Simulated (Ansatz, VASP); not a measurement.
## Sn in VASP and in Ansatz

```
CELL_PARAMETERS angstrom
-2.73490 2.73490 1.47992
2.73490 -2.73490 1.47992
2.73490 2.73490 -1.47992
ATOMIC_POSITIONS crystal
Sn 0.62500 0.87500 0.75000
Sn 0.37500 0.12500 0.25000
```

Change from the starting cell: volume scaled by 0.78, LAPW.

Alike in both runs: task single point; functional PBE; k mesh 13 × 13 × 13; occupations fermi-dirac, width 0.05 eV; no spin polarisation.

```csv
,VASP,Ansatz
version,VASP 6.6.1,Ansatz 0.2.0
potentials or method,"VASP PAW PBE potentials, release 64 (Sn_d), cutoff 520 eV","all-electron LAPW, scalar-relativistic"
```

Ansatz gave:

| Quantity | Value |
| --- | --- |
| pressure (GPa) | 21.7 |

Problem. What did VASP give for the same quantities?

Solution. Pressure (GPa): 21.6.

Ansatz ran all-electron here, and VASP with PAW potentials.
